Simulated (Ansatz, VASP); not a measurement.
# VO2 in VASP and in Ansatz

INCAR

```
PREC     = Accurate       # precision mode
ENCUT    = 600            # plane-wave cutoff, eV
EDIFF    = 1E-6           # SCF threshold, eV
ISMEAR   = -1             # smearing method
SIGMA    = 0.05           # smearing width, eV
LREAL    = False          # projectors in reciprocal space
LASPH    = True           # aspherical terms in the spheres
NELM     = 200            # most SCF steps
ALGO     = Normal         # electronic algorithm
ISIF     = 2              # what is computed and relaxed
LWAVE    = False          # write WAVECAR
LCHARG   = False          # write CHGCAR
ISPIN    = 2              # spin polarisation
MAGMOM   = 2 2 0 0 0 0    # initial moments
LORBIT   = 11             # projections on sites
LMAXMIX  = 4              # l up to which the mixer works
GGA      = PS             # functional
NBANDS   = 38             # bands
GGA_COMPAT= False
```

File KPOINTS:

```
regular mesh
0
Gamma
  6 6 9
```

File POSCAR:

```
VO2
1.0
    4.5956009987      0.0000000000      0.0000000000
    0.0000000000      4.5956009987      0.0000000000
    0.0000000000      0.0000000000      3.1041602572
V O
2 4
Direct
    0.5000000000      0.5000000000      0.5000000000
    0.0000000000      0.0000000000      0.0000000000
    0.2003580000      0.7996420000      0.5000000000
    0.7996420000      0.2003580000      0.5000000000
    0.7003580000      0.7003580000      0.0000000000
    0.2996420000      0.2996420000      0.0000000000
```

The input input.yaml:

```yaml
crystal:
  lattice:
    - [4.5956009987, 0.0, 0.0]
    - [0.0, 4.5956009987, 0.0]
    - [0.0, 0.0, 3.1041602572]
  atoms:
    - { symbol: V, position: [0.5, 0.5, 0.5], spin: 2.0 }
    - { symbol: V, position: [0.0, 0.0, 0.0], spin: 2.0 }
    - { symbol: O, position: [0.200358, 0.799642, 0.5] }
    - { symbol: O, position: [0.799642, 0.200358, 0.5] }
    - { symbol: O, position: [0.700358, 0.700358, 0.0] }
    - { symbol: O, position: [0.299642, 0.299642, 0.0] }
hamiltonian:
  xc: pbesol
  pseudopotentials: { kind: paw }
magnetization:
  spin_polarized: true
kpoints:
  mp_grid: { grid: [6, 6, 9] }
scf:
  occupations: { method: fermi_dirac, width: 0.05 }
output:
  forces: true
  stress: true
  eigenvalues: true
  write_density: true
  write_potential: true
  elf: true
  volumetric_format: npy
```

Alike in both runs: task single point; functional PBEsol; k mesh 6 × 6 × 9; occupations fermi-dirac, width 0.05 eV; collinear spin.

|  | VASP | Ansatz |
| --- | --- | --- |
| version | VASP 6.6.1 | Ansatz 0.2.0 |
| potentials or method | VASP PAW PBE potentials, release 64 (V_sv, O) | Ansatz PAW |
| plane-wave cutoff (eV) | 600 | 420 |
| valence electrons in the cell | 50 | 50 |

```csv
,VASP,Ansatz,Ansatz less VASP
gap on the k mesh at the Fermi level (eV),none,none,-
pressure (GPa),-25.6,-25.9,-0.27
"traceless stress, the component that is largest in VASP (GPa)",-11.54,-11.65,-0.116
rms of the force components (eV/Å),0.141,0.140,-0.0009
net moment per atom (μB),0.33,0.33,0.000
size of the moment on the site where the two differ most (μB),1.10,0.89,-0.217
```

VASP's potentials were made for PBE, not for PBEsol. Site moments also hang on the region over which each program counts them. Atom by atom the forces differ by 0.001 eV/Å (rms over components). A gap of «none» marks a metal or a gap that the smearing closes.
